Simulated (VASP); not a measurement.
Runs of VASP 6.6.1 on SnO. The structure is that of space group Pm (No. 6), or close to it. The cells are those of the table. 

| cell | gap on the mesh (eV) | pressure (GPa) | largest force (eV/Å) |
| --- | --- | --- | --- |
| a = 3.316, b = 5.705, c = 12.026 Å, angles 76.3, 90.0, 90.0°, 12 atoms | 0.13 | 1.8 | 5.50 |
| a = 3.316, b = 5.705, c = 11.922 Å, angles 78.5, 90.0, 90.0°, 12 atoms | none | 0.7 | 5.12 |
| a = 3.316, b = 5.705, c = 12.286 Å, angles 72.0, 90.0, 90.0°, 12 atoms | (a) | 2.7 | 4.22 |
| a = 3.316, b = 5.705, c = 12.613 Å, angles 67.9, 90.0, 90.0°, 12 atoms | 0.71 | 3.7 | 4.49 |
| a = 3.316, b = 5.705, c = 11.721 Å, angles 85.3, 90.0, 90.0°, 12 atoms | 0.31 | (b) | 3.28 |

Alike in all rows: task single point; level PBEsol; potentials or basis VASP PAW PBE potentials, release 64 (Sn_d, O); no spin polarisation; k mesh 8 × 5 × 3; cutoff (eV) 520; smearing gaussian 0.05 eV.

Fill in the values left out.

(a) 0.42; (b) -2.1.

Caveats: the PAW data sets were made with another functional, which shifts forces and pressure a little; spin-orbit coupling is left out, which moves the levels of the heavy elements; an odd mesh through Γ misses points on the zone boundary, where band edges can lie (at least some runs); semilocal functionals underestimate gaps, so a narrow gap can read as zero (at least some runs); the cell stands under pressure (at least some runs).

A k mesh can miss the band edges, and the runs leave out spin-orbit coupling on Sn.

A gap of «none» marks levels without a gap at the run's occupations.
